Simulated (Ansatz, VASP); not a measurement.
**Te in VASP and in Ansatz**

```
Te
1.0
     9.14325    0.17405   -0.12596
     0.05955    2.96222    0.03543
    -0.06092    0.05009    4.35472
Te
4
Direct
  0.75188 0.48570 0.51445
  0.24186 0.50331 0.48185
  0.00154 0.49729 0.00755
  0.50471 0.51370 0.99615
```

Change from the starting cell: all atoms moved at random, cell strained at random.

Alike in both runs: task single point; functional PBE; k mesh 4 × 12 × 8; occupations gaussian, width 0.1 eV; no spin polarisation.

|  | VASP | Ansatz |
| --- | --- | --- |
| version | VASP 6.6.1 | Ansatz 0.2.0 |
| potentials or method | VASP PAW PBE potentials, release 64 (Te), cutoff 520 eV | scalar-relativistic, plane waves, PAW |
| valence electrons in the cell | 24 | 64 |

|  | VASP | Ansatz | Ansatz less VASP |
| --- | --- | --- | --- |
| gap on the k mesh at the Fermi level (eV) | none | none | - |
| pressure (GPa) | 7.5 | 7.5 | +0.01 |
| traceless stress, the component that is largest in VASP (GPa) | 5.05 | 5.05 | +0.008 |
| rms of the force components (eV/Å) | 0.195 | 0.193 | -0.0019 |

Atom by atom the forces differ by 0.002 eV/Å (rms over components). A gap of «none» marks a metal or a gap that the smearing closes. VASP's potentials hold 24 valence electrons a cell and Ansatz's 64, so a difference there can come from the potentials and not from the codes.

Neither program's run includes spin-orbit coupling.
